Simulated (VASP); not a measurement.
# Ge (Fmmm) in VASP: single point with PBEsol

Aim: the single point of Ge with PBEsol.

Program: VASP 6.6.1. These are calculated values, not measurements. Logs are shortened: lines on timing, memory, paths and dates and some standing lists are left out, and cuts for length are marked.

### 1 The cell of the first run

Symmetry: Fmmm, No. 69, orthorhombic system. The conventional cell has a = 5.075 Å, b = 5.731 Å, c = 9.697 Å, α = 90.00°, β = 90.00°, γ = 90.00°. Ge (site symmetry m2m) has 8 Ge at 2.46 to 3.27 Å within 3.3 Å. Ge (site symmetry mm2) has 8 Ge at 2.58 to 2.93 Å within 3.4 Å.

### 2 Single point, PBEsol (Si replaced by Ge, lengths x 1.049, strained)

The input, INCAR:

```
PREC = Accurate
ENCUT = 520
EDIFF = 1E-7
ISMEAR = 0
SIGMA = 0.1
LREAL = False
LASPH = True
NELM = 100
ALGO = Fast
ISIF = 2
LWAVE = False
LCHARG = True
GGA = PS
LELF = True
LVHAR = True
NBANDS = 36
```

The input, KPOINTS:

```
regular mesh
0
Gamma
  12 12 12
```

The input, POSCAR:

```
Ge
1.0
    0.0000000000      2.8655025938      4.8483885674
    2.5372883064      0.0000000000      4.8483885674
    2.5372883064      2.8655025938      0.0000000000
Ge
4
Direct
    0.7144543929      0.2855456071      0.7144543929
    0.2855456071      0.7144543929      0.2855456071
    0.7744268724      0.7744268724      0.2255731276
    0.2255731276      0.2255731276      0.7744268724
```

Potentials or basis: VASP PAW PBE potentials, release 64 (Ge_d).

Command:

```
> cat potpaw_PBE.64/Ge_d/POTCAR > POTCAR
> mpirun -np 1 vasp_std > vasp.out
```

OUTCAR:

```text
PREC = Accurate
   ENCUT = 520
   EDIFF = 1E-7
   ISMEAR = 0
   LREAL = False
   LASPH = True
   NELM = 100
   ISIF = 2
   GGA = PS

 ion  position               nearest neighbor table
   1  0.714  0.286  0.714-   2 2.46   2 2.57   2 2.57   4 2.73   3 2.73
   2  0.286  0.714  0.286-   1 2.46   1 2.57   1 2.57   4 2.73   3 2.73
   3  0.774  0.774  0.226-   4 2.58   4 2.58   2 2.73   1 2.73   4 2.90   4 2.90
   4  0.226  0.226  0.774-   3 2.58   3 2.58   2 2.73   1 2.73   3 2.90   3 2.90

  LATTYP: Found a face centered orthorhombic cell.
 ALAT       =     5.0745766128
 B/A-ratio  =     1.1293563237
 C/A-ratio  =     1.9108544170

  Lattice vectors:

 A1 = (   0.0000000000,   2.8655025938,   4.8483885674)
 A2 = (   2.5372883064,   0.0000000000,   4.8483885674)
 A3 = (   2.5372883064,   2.8655025938,   0.0000000000)

Analysis of symmetry for initial positions (statically):
=====================================================================
 Subroutine PRICEL returns:
 Original cell was already a primitive cell.

 Routine SETGRP: Setting up the symmetry group for a
 face centered orthorhombic supercell.

 Subroutine GETGRP returns: Found  8 space group operations
 (whereof  8 operations were pure point group operations)
 out of a pool of  8 trial point group operations.

The static configuration has the point symmetry D_2h.

Analysis of symmetry for dynamics (positions and initial velocities):
=====================================================================
 Subroutine PRICEL returns:
 Original cell was already a primitive cell.

 Routine SETGRP: Setting up the symmetry group for a
 face centered orthorhombic supercell.

 Subroutine GETGRP returns: Found  8 space group operations
 (whereof  8 operations were pure point group operations)
 out of a pool of  8 trial point group operations.

The dynamic configuration has the point symmetry D_2h.

 Subroutine INISYM returns: Found  8 space group operations
 (whereof  8 operations are pure point group operations),
 and found     1 'primitive' translations

----------------------------------------------------------------------------------------

                                     Primitive cell

  volume of cell :      70.5014

  direct lattice vectors                    reciprocal lattice vectors
     0.000000000  2.865502594  4.848388567    -0.197060775  0.174489460  0.103127048
     2.537288306  0.000000000  4.848388567     0.197060775 -0.174489460  0.103127048
     2.537288306  2.865502594  0.000000000     0.197060775  0.174489460 -0.103127048

  length of vectors
     5.631871520  5.472175404  3.827392985     0.282691897  0.282691897  0.282691897

  position of ions in fractional coordinates (direct lattice)
     0.714454393  0.285545607  0.714454393
     0.285545607  0.714454393  0.285545607
     0.774426872  0.774426872  0.225573128
     0.225573128  0.225573128  0.774426872

  ion indices of the primitive-cell ions
   primitive index   ion index
                 1           1
                 2           2
                 3           3
                 4           4

----------------------------------------------------------------------------------------

 KPOINTS: regular mesh

Automatic generation of k-mesh.
 Grid dimensions read from file:
 generate k-points for:   12   12   12

 Generating k-lattice:

  Cartesian coordinates                     Fractional coordinates (reciprocal lattice)
    -0.016421731  0.014540788  0.008593921     0.083333333  0.000000000  0.000000000
     0.016421731 -0.014540788  0.008593921     0.000000000  0.083333333  0.000000000
     0.016421731  0.014540788 -0.008593921    -0.000000000 -0.000000000  0.083333333

  Length of vectors
     0.023557658  0.023557658  0.023557658

  Shift w.r.t. Gamma in fractional coordinates (k-lattice)
     0.000000000  0.000000000  0.000000000

 Subroutine IBZKPT returns following result:
 ===========================================

 Found    280 irreducible k-points:

 Following reciprocal coordinates:
            Coordinates               Weight
  0.000000  0.000000  0.000000      1.000000
  0.083333 -0.000000 -0.000000      8.000000
  0.166667  0.000000  0.000000      8.000000
  0.250000 -0.000000  0.000000      8.000000
  0.333333 -0.000000  0.000000      8.000000
  0.416667 -0.000000 -0.000000      8.000000
[... 16 lines left out ...]
  0.500000  0.166667  0.000000      8.000000
 -0.416667  0.166667  0.000000      8.000000
 [... further k-points ...]
   k-points           NKPTS =    280   k-points in BZ     NKDIM =    280   number of bands    NBANDS=     36
   number of dos      NEDOS =    301   number of ions     NIONS =      4
   total plane-waves  NPLWV =  49392
   dimension x,y,z NGX =    42 NGY =   42 NGZ =   28
   dimension x,y,z NGXF=    84 NGYF=   84 NGZF=   56
   ions per type =               4
   NGX,Y,Z   is equivalent  to a cutoff of  12.40, 12.76, 12.16 a.u.
   NGXF,Y,Z  is equivalent  to a cutoff of  24.80, 25.52, 24.32 a.u.
 SYSTEM =  unknown system
   PREC   = accura    normal or accurate (medium, high low for compatibility)
   ISTART =      0    job   : 0-new  1-cont  2-samecut
   ICHARG =      2    charge: 1-file 2-atom 10-const
   ISPIN  =      1    spin polarized calculation?
   LNONCOLLINEAR =      F non collinear calculations
   LSORBIT =      F    spin-orbit coupling
   LASPH  =      T    aspherical Exc in radial PAW
   ENCUT  =  520.0 eV  38.22 Ry    6.18 a.u.  10.47 10.17  7.12*2*pi/ulx,y,z
   NELM   =    100;   NELMIN=  2; NELMDL= -5     # of ELM steps
   EDIFF  = 0.1E-06   stopping-criterion for ELM
   LREAL  =      F    real-space projection
   EDIFFG = 0.1E-05   stopping-criterion for IOM
   NSW    =      0    number of steps for IOM
   IBRION =     -1    ionic relax: 0-MD 1-quasi-New 2-CG
   NFREE  =      0    steps in history (QN), initial steepest desc. (CG)
   ISIF   =      2    stress and relaxation
   ISYM   =      2    0-nonsym 1-usesym 2-fastsym
   POTIM  = 0.5000    time-step for ionic-motion
   TEBEG  =    0.0;   TEEND  =   0.0 temperature during run
   PSTRESS=    0.0 pullay stress
   NELECT =      56.0000    total number of electrons
   NUPDOWN=      -1.0000    fix difference up-down
   EMIN   =  10.00;   EMAX   =-10.00  energy-range for DOS
   EFERMI =   0.00;   METHOD = LEGACY
   ISMEAR =     0;   SIGMA  =   0.10  broadening in eV -4-tet -1-fermi 0-gaus
   EFERMI_NEDOS =   21; number of points for ismear=-14 and -15
   IALGO  =     68    algorithm
   IMIX   =      4    mixing-type and parameters
     AMIX     =   0.40;   BMIX     =  1.00
     AMIX_MAG =   1.60;   BMIX_MAG =  1.00
  volume/ion in A,a.u.               =      17.63       118.94
  Fermi-wavevector in a.u.,A,eV,Ry     =   1.516136  2.865082 31.275282  2.298668
  Thomas-Fermi vector in A             =   2.625566
   LORBIT       =      0    0 simple, 1 ext, 2 COOP (PROOUT), +10 PAW based schemes
   GGA     = PS    functional components
   LHFCALC =     F    Hartree Fock is set to
   AEXX    =    0.0000 exact exchange contribution
   IVDW    =     0    specifies the selected vdW correction
   LEPSILON=     F    determine dielectric tensor
   LRPA    =     F    only Hartree local field effects (RPA)
 non-spin polarized calculation
 RMM-DIIS sequential band-by-band and
 Gauss-broadening in eV      SIGMA  =   0.10
  energy-cutoff  :      520.00
  volume of cell :       70.50
 maximum number of plane-waves:      1924
 NGX is ok and might be reduce to    42
   NGX = 21   NGY = 21   NGZ = 15

 number of electron      56.0000008 magnetization

 Free energy of the ion-electron system (eV)
  ---------------------------------------------------
  ext. energy  EPLUGINS =         0.00000000
  ---------------------------------------------------
  free energy    TOTEN  =       -18.94741985 eV

  energy without entropy =      -18.93923184  energy(sigma->0) =      -18.94332584

 E-fermi :   7.2852     XC(G=0): -11.7225

 val. band max:        7.2838834636   @ k =   0.2500   0.1667   0.0833
 cond. band min:       7.2877626334   @ k =   0.2500  -0.3333   0.1667
 fundamental gap:      0.0038791698
 Fermi energy:         7.2852327508

 k-point     1 :       0.0000    0.0000    0.0000
  band No.  band energies     occupation
      1     -17.5381      2.00000
      2     -17.4934      2.00000
      3     -17.4302      2.00000
      4     -17.4229      2.00000
      5     -17.4190      2.00000
      6     -17.4103      2.00000
[... 28 lines left out ...]
     35      15.3347      0.00000
     36      15.5065      0.00000

 k-point     2 :       0.0833   -0.0000   -0.0000
  band No.  band energies     occupation
      1     -17.5340      2.00000
      2     -17.4904      2.00000
      3     -17.4305      2.00000
      4     -17.4230      2.00000
      5     -17.4157      2.00000
      6     -17.4078      2.00000
[... 28 lines left out ...]
     35      14.7925      0.00000
     36      15.2108      0.00000

 k-point     3 :       0.1667    0.0000    0.0000
  band No.  band energies     occupation
      1     -17.5221      2.00000
      2     -17.4813      2.00000
      3     -17.4320      2.00000
      4     -17.4214      2.00000
      5     -17.4069      2.00000
      6     -17.4042      2.00000
[... 28 lines left out ...]
     35      14.0590      0.00000
     36      14.7948      0.00000
[... 742 lines left out ...]
 k-point    23 :       0.5000    0.1667    0.0000
  band No.  band energies     occupation
      1     -17.4781      2.00000
      2     -17.4424      2.00000
      3     -17.4286      2.00000
      4     -17.4182      2.00000
      5     -17.3827      2.00000
      6     -17.3711      2.00000
[... 28 lines left out ...]
     35      13.0843      0.00000
     36      13.5036      0.00000

 k-point    24 :      -0.4167    0.1667    0.0000
  band No.  band energies     occupation
      1     -17.4574      2.00000
      2     -17.4366      2.00000
      3     -17.4228      2.00000
      4     -17.4064      2.00000
      5     -17.3820      2.00000
      6     -17.3728      2.00000
[... 28 lines left out ...]
     35      12.6795      0.00000
     36      13.2251      0.00000

 [... further k-points ...]

------------------------ aborting loop because EDIFF is reached ----------------------------------------

  FORCE on cell =-STRESS in cart. coord.  units (eV):
  Direction    XX          YY          ZZ          XY          YZ          ZX
  --------------------------------------------------------------------------------------
  -------------------------------------------------------------------------------------
  Total        2.6872738      1.4345348      1.3122729     -0.0000000      0.0000000      0.0000000
  in kB       61.0695131     32.6004518     29.8219956     -0.0000000      0.0000000      0.0000000
  external PRESSURE =      41.1639868 kB  Pullay stress =       0.0000000 kB

 VOLUME and BASIS-vectors are now :
 -----------------------------------------------------------------------------
  energy-cutoff  :      520.00
  volume of cell :       70.50
      direct lattice vectors                 reciprocal lattice vectors
     0.000000000  2.865502594  4.848388567    -0.197060775  0.174489460  0.103127048
     2.537288306  0.000000000  4.848388567     0.197060775 -0.174489460  0.103127048
     2.537288306  2.865502594  0.000000000     0.197060775  0.174489460 -0.103127048

 POSITION                                       TOTAL-FORCE (eV/Angst)
 -----------------------------------------------------------------------------------
      2.53729      4.09454      4.84839         0.000000      0.694131      0.000000
      2.53729      1.63646      4.84839         0.000000     -0.694131      0.000000
      2.53729      2.86550      7.50944         0.000000      0.000000      0.185914
      2.53729      2.86550      2.18733         0.000000      0.000000     -0.185914
 -----------------------------------------------------------------------------------
    total drift:                                0.000000      0.000000     -0.000000

  FREE ENERGIE OF THE ION-ELECTRON SYSTEM (eV)
  ---------------------------------------------------
  free  energy   TOTEN  =       -18.9474198470 eV

  energy  without entropy=      -18.9392318421  energy(sigma->0) =      -18.94332584
```

It took 10 min on 1 thread of Oxide Virtual Turin-like, shared host; peak memory 0.54 GiB.

Results:

```yaml
Free_energy: -18.9474 eV
Pressure: 4.1 GPa
Largest_force: 0.694 eV/Å
Band_gap_on_the_k_mesh: zero (bands 28 and 29 overlap by 3.85 eV)
```

Forces in eV/Å, atoms in the order of the input:
```
Ge   0.000  0.694  0.000
Ge   0.000 -0.694  0.000
Ge   0.000  0.000  0.186
Ge   0.000  0.000 -0.186
```

Caveat: the cell differs from its parent crystal (Si replaced by Ge, lengths x 1.049, strained); the cell stands under pressure; the PAW data sets were made with another functional, which shifts forces and pressure a little.
